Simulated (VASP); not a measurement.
# Au (C2/c) in VASP: single point with r2SCAN

Aim: the single point of Au with r2SCAN.

Program: VASP 6.6.1. These are calculated values, not measurements. Logs are shortened: lines on timing, memory, paths and dates and some standing lists are left out, and cuts for length are marked.

**1. The cell of the first run**

The typed cell holds 2 atoms: a = 2.899 Å, b = 2.899 Å, c = 4.816 Å, α = 90.03°, β = 90.03°, γ = 120.07°.

This isn't the form of Au at room conditions, which is fcc.

**2. Single point, r2SCAN**

The input, POSCAR:

```
Au
1.0
   -1.6056468573      1.9456594895      1.4276107963
    1.9456594895     -1.6056468573      1.4276107963
    3.3575401786      3.3575401786     -0.8048770376
Au
2
Direct
    0.0413258597      0.9586741403      0.0000000000
    0.7086741403      0.2913258597      0.5000000000
```

The input, INCAR.step1:

```
PREC     = Accurate       # precision mode
ENCUT    = 520            # plane-wave cutoff, eV
ISMEAR   = -1             # smearing method
SIGMA    = 0.1            # smearing width, eV
LREAL    = False          # projectors in reciprocal space
LASPH    = True           # aspherical terms in the spheres
NELM     = 100            # most SCF steps
ISYM     = 0            
NBANDS   = 18             # bands
GGA      = PE             # functional
ALGO     = Normal         # electronic algorithm
EDIFF    = 1E-4           # SCF threshold, eV
LWAVE    = True           # write WAVECAR
LCHARG   = False          # write CHGCAR
```

The input, INCAR.step2:

```
PREC     = Accurate       # precision mode
ENCUT    = 520            # plane-wave cutoff, eV
EDIFF    = 1E-7           # SCF threshold, eV
ISMEAR   = -1             # smearing method
SIGMA    = 0.1            # smearing width, eV
LREAL    = False          # projectors in reciprocal space
LASPH    = True           # aspherical terms in the spheres
NELM     = 100            # most SCF steps
ALGO     = Normal         # electronic algorithm
ISIF     = 2              # what is computed and relaxed
LWAVE    = False          # write WAVECAR
LCHARG   = True           # write CHGCAR
METAGGA  = R2SCAN         # meta-GGA
LMIXTAU  = True         
LELF     = True           # ELF
LVHAR    = True         
ISYM     = 0            
NBANDS   = 18             # bands
ISTART   = 1
```

The input, KPOINTS:

```
regular mesh
0
Gamma
  13 13 9
```

Potentials or basis: VASP PAW PBE potentials, release 64 (Au).

The run is started by

```
cat potpaw_PBE.64/Au/POTCAR > POTCAR
cp INCAR.step1 INCAR
mpirun -np 1 vasp_std > vasp.out
cp INCAR.step2 INCAR
mpirun -np 1 vasp_std > vasp.out
```

OUTCAR:

```text
PREC = Accurate
   ENCUT = 520
   EDIFF = 1E-7
   ISMEAR = -1
   LREAL = False
   LASPH = True
   NELM = 100
   ISIF = 2
   METAGGA = R2SCAN
   ISYM = 0
   ISTART = 1

 ion  position               nearest neighbor table
   1  0.041  0.959  0.000-   2 2.93   2 2.93   2 2.93   2 2.93   2 2.93   2 2.93
   2  0.709  0.291  0.500-   1 2.93   1 2.93   1 2.93   1 2.93   1 2.93   1 2.93

IMPORTANT INFORMATION: All symmetrisations will be switched off!
NOSYMM: (Re-)initialisation of all symmetry stuff for point group C_1.

----------------------------------------------------------------------------------------

                                     Primitive cell

  volume of cell :      35.0166

  direct lattice vectors                    reciprocal lattice vectors
    -1.605646857  1.945659489  1.427610796    -0.099978780  0.181607741  0.340514769
     1.945659489 -1.605646857  1.427610796     0.181607741 -0.099978780  0.340514769
     3.357540179  3.357540179 -0.804877038     0.144785329  0.144785329 -0.034483377

  length of vectors
     2.898579870  2.898579870  4.816012785     0.398657041  0.398657041  0.207640763

  position of ions in fractional coordinates (direct lattice)
     0.041325860  0.958674140  0.000000000
     0.708674140  0.291325860  0.500000000

  ion indices of the primitive-cell ions
   primitive index   ion index
                 1           1
                 2           2

----------------------------------------------------------------------------------------

 KPOINTS: regular mesh

Automatic generation of k-mesh.
 Grid dimensions read from file:
 generate k-points for:   13   13    9

 Generating k-lattice:

  Cartesian coordinates                     Fractional coordinates (reciprocal lattice)
    -0.007690675  0.013969826  0.026193444     0.076923077  0.000000000 -0.000000000
     0.013969826 -0.007690675  0.026193444     0.000000000  0.076923077 -0.000000000
     0.016087259  0.016087259 -0.003831486     0.000000000  0.000000000  0.111111111

  Length of vectors
     0.030665926  0.030665926  0.023071196

  Shift w.r.t. Gamma in fractional coordinates (k-lattice)
     0.000000000  0.000000000  0.000000000

 Subroutine IBZKPT returns following result:
 ===========================================

 Found    761 irreducible k-points:

 Following reciprocal coordinates:
            Coordinates               Weight
  0.000000  0.000000  0.000000      1.000000
  0.076923  0.000000  0.000000      2.000000
  0.000000 -0.076923  0.000000      2.000000
  0.153846  0.000000  0.000000      2.000000
  0.000000 -0.153846  0.000000      2.000000
  0.230769  0.000000  0.000000      2.000000
[... 16 lines left out ...]
  0.461538  0.076923  0.000000      2.000000
 -0.076923 -0.461538 -0.000000      2.000000
 [... further k-points ...]
   k-points           NKPTS =    761   k-points in BZ     NKDIM =    761   number of bands    NBANDS=     18
   number of dos      NEDOS =    301   number of ions     NIONS =      2
   total plane-waves  NPLWV =  20736
   dimension x,y,z NGX =    24 NGY =   24 NGZ =   36
   dimension x,y,z NGXF=    48 NGYF=   48 NGZF=   72
   ions per type =               2
   NGX,Y,Z   is equivalent  to a cutoff of  13.77, 13.77, 12.43 a.u.
   NGXF,Y,Z  is equivalent  to a cutoff of  27.53, 27.53, 24.85 a.u.
 SYSTEM =  unknown system
   PREC   = accura    normal or accurate (medium, high low for compatibility)
   ISTART =      1    job   : 0-new  1-cont  2-samecut
   ICHARG =      0    charge: 1-file 2-atom 10-const
   ISPIN  =      1    spin polarized calculation?
   LNONCOLLINEAR =      F non collinear calculations
   LSORBIT =      F    spin-orbit coupling
   LASPH  =      T    aspherical Exc in radial PAW
   ENCUT  =  520.0 eV  38.22 Ry    6.18 a.u.   5.39  5.39  8.95*2*pi/ulx,y,z
   NELM   =    100;   NELMIN=  2; NELMDL=  0     # of ELM steps
   EDIFF  = 0.1E-06   stopping-criterion for ELM
   LREAL  =      F    real-space projection
   EDIFFG = 0.1E-05   stopping-criterion for IOM
   NSW    =      0    number of steps for IOM
   IBRION =     -1    ionic relax: 0-MD 1-quasi-New 2-CG
   NFREE  =      0    steps in history (QN), initial steepest desc. (CG)
   ISIF   =      2    stress and relaxation
   ISYM   =      0    0-nonsym 1-usesym 2-fastsym
   POTIM  = 0.5000    time-step for ionic-motion
   TEBEG  =    0.0;   TEEND  =   0.0 temperature during run
   PSTRESS=    0.0 pullay stress
   NELECT =      22.0000    total number of electrons
   NUPDOWN=      -1.0000    fix difference up-down
   EMIN   =  10.00;   EMAX   =-10.00  energy-range for DOS
   EFERMI =   0.00;   METHOD = LEGACY
   ISMEAR =    -1;   SIGMA  =   0.10  broadening in eV -4-tet -1-fermi 0-gaus
   EFERMI_NEDOS =   21; number of points for ismear=-14 and -15
   IALGO  =     38    algorithm
   IMIX   =      4    mixing-type and parameters
     AMIX     =   0.40;   BMIX     =  1.00
     AMIX_MAG =   1.60;   BMIX_MAG =  1.00
  volume/ion in A,a.u.               =      17.51       118.15
  Fermi-wavevector in a.u.,A,eV,Ry     =   1.402140  2.649660 26.748992  1.965995
  Thomas-Fermi vector in A             =   2.524931
   LORBIT       =      0    0 simple, 1 ext, 2 COOP (PROOUT), +10 PAW based schemes
   METAGGA = R2SCAN    functional components
   LHFCALC =     F    Hartree Fock is set to
   AEXX    =    0.0000 exact exchange contribution
   IVDW    =     0    specifies the selected vdW correction
   LEPSILON=     F    determine dielectric tensor
   LRPA    =     F    only Hartree local field effects (RPA)
 non-spin polarized calculation
  energy-cutoff  :      520.00
  volume of cell :       35.02
 maximum number of plane-waves:       968
 NGX is ok and might be reduce to    24
   NGX = 11   NGY = 11   NGZ = 17

 number of electron      22.0000006 magnetization

 Free energy of the ion-electron system (eV)
  ---------------------------------------------------
  ext. energy  EPLUGINS =         0.00000000
  ---------------------------------------------------
  free energy    TOTEN  =      -101.19906837 eV

  energy without entropy =     -101.18842416  energy(sigma->0) =     -101.19374626

 E-fermi :   8.8791     XC(G=0): -13.4362

 val. band max:        8.8520177904   @ k =   0.0000  -0.4615  -0.4444
 cond. band min:       8.8994291671   @ k =   0.0769   0.0000   0.0000
 fundamental gap:      0.0474113767
 Fermi energy:         8.8790771363

 k-point     1 :       0.0000    0.0000    0.0000
  band No.  band energies     occupation
      1      -0.9150      2.00000
      2       1.4803      2.00000
      3       3.9624      2.00000
      4       4.1754      2.00000
      5       4.1961      2.00000
      6       4.4932      2.00000
[... 10 lines left out ...]
     17      27.7233      0.00000
     18      27.7794      0.00000

 k-point     2 :       0.0769    0.0000    0.0000
  band No.  band energies     occupation
      1      -0.7264      2.00000
      2       1.6316      2.00000
      3       3.8721      2.00000
      4       4.2692      2.00000
      5       4.3051      2.00000
      6       4.4432      2.00000
[... 10 lines left out ...]
     17      26.7577      0.00000
     18      27.3952      0.00000

 k-point     3 :       0.0000   -0.0769    0.0000
  band No.  band energies     occupation
      1      -0.7264      2.00000
      2       1.6316      2.00000
      3       3.8721      2.00000
      4       4.2692      2.00000
      5       4.3051      2.00000
      6       4.4432      2.00000
[... 10 lines left out ...]
     17      26.7577      0.00000
     18      27.3952      0.00000

 k-point     4 :       0.1538    0.0000    0.0000
  band No.  band energies     occupation
      1      -0.1861      2.00000
      2       2.0208      2.00000
      3       3.6849      2.00000
      4       4.2362      2.00000
      5       4.4865      2.00000
      6       4.5699      2.00000
[... 10 lines left out ...]
     17      26.3814      0.00000
     18      27.3128      0.00000

 k-point     5 :       0.0000   -0.1538    0.0000
  band No.  band energies     occupation
      1      -0.1861      2.00000
      2       2.0208      2.00000
      3       3.6849      2.00000
      4       4.2362      2.00000
      5       4.4865      2.00000
      6       4.5699      2.00000
[... 10 lines left out ...]
     17      26.3814      0.00000
     18      27.3128      0.00000

 k-point     6 :       0.2308    0.0000    0.0000
  band No.  band energies     occupation
      1       0.6073      2.00000
      2       2.3639      2.00000
      3       3.6663      2.00000
      4       3.7801      2.00000
      5       4.0840      2.00000
      6       4.6158      2.00000
[... 307 lines left out ...]
 k-point    21 :       0.3846    0.0769    0.0000
  band No.  band energies     occupation
      1       2.0797      2.00000
      2       2.1748      2.00000
      3       2.6211      2.00000
      4       4.1198      2.00000
      5       4.4718      2.00000
      6       4.5363      2.00000
[... 10 lines left out ...]
     17      21.7985      0.00000
     18      24.5048      0.00000

 k-point    22 :      -0.0769   -0.3846   -0.0000
  band No.  band energies     occupation
      1       2.0797      2.00000
      2       2.1748      2.00000
      3       2.6211      2.00000
      4       4.1198      2.00000
      5       4.4718      2.00000
      6       4.5363      2.00000
[... 10 lines left out ...]
     17      21.7985      0.00000
     18      24.5048      0.00000

 k-point    23 :       0.4615    0.0769    0.0000
  band No.  band energies     occupation
      1       2.0838      2.00000
      2       2.1483      2.00000
      3       2.5169      2.00000
      4       4.1015      2.00000
      5       4.3961      2.00000
      6       4.7105      2.00000
[... 10 lines left out ...]
     17      21.1279      0.00000
     18      24.2662      0.00000

 k-point    24 :      -0.0769   -0.4615   -0.0000
  band No.  band energies     occupation
      1       2.0838      2.00000
      2       2.1483      2.00000
      3       2.5169      2.00000
      4       4.1015      2.00000
      5       4.3961      2.00000
      6       4.7105      2.00000
[... 10 lines left out ...]
     17      21.1279      0.00000
     18      24.2662      0.00000

 [... further k-points ...]

------------------------ aborting loop because EDIFF is reached ----------------------------------------

  FORCE on cell =-STRESS in cart. coord.  units (eV):
  Direction    XX          YY          ZZ          XY          YZ          ZX
  --------------------------------------------------------------------------------------
  -------------------------------------------------------------------------------------
  Total        0.1602134      0.1602134      0.0858883      0.1024437     -0.0167117     -0.0167116
  in kB        7.3305408      7.3305421      3.9298060      4.6872946     -0.7646412     -0.7646385
  external PRESSURE =       6.1969630 kB  Pullay stress =       0.0000000 kB

 VOLUME and BASIS-vectors are now :
 -----------------------------------------------------------------------------
  energy-cutoff  :      520.00
  volume of cell :       35.02
      direct lattice vectors                 reciprocal lattice vectors
    -1.605646857  1.945659489  1.427610796    -0.099978780  0.181607741  0.340514769
     1.945659489 -1.605646857  1.427610796     0.181607741 -0.099978780  0.340514769
     3.357540179  3.357540179 -0.804877038     0.144785329  0.144785329 -0.034483377

 POSITION                                       TOTAL-FORCE (eV/Angst)
 -----------------------------------------------------------------------------------
      1.79890     -1.45889      1.42761        -0.000450      0.000450      0.000000
      1.10771      2.58984      1.02517         0.000450     -0.000450     -0.000000
 -----------------------------------------------------------------------------------
    total drift:                               -0.000000     -0.000000     -0.000000

  FREE ENERGIE OF THE ION-ELECTRON SYSTEM (eV)
  ---------------------------------------------------
  free  energy   TOTEN  =      -101.1990683669 eV

  energy  without entropy=     -101.1884241630  energy(sigma->0) =     -101.19374626
```

Run time: 10 min. Hardware: 1 thread of Intel Xeon Platinum 8559C (Emerald Rapids), shared host; peak memory 0.48 GiB.

What came out:

* Free energy: -101.1991 eV
* Pressure: 0.6 GPa
* Band gap on the k mesh: zero (bands 11 and 12 overlap by 5.93 eV)

Caveat: the PAW data sets were made with another functional, which shifts forces and pressure a little; spin-orbit coupling is left out, which moves the levels of the heavy elements.

The gap in the log of VASP goes by the Fermi energy; the results here count the filled bands.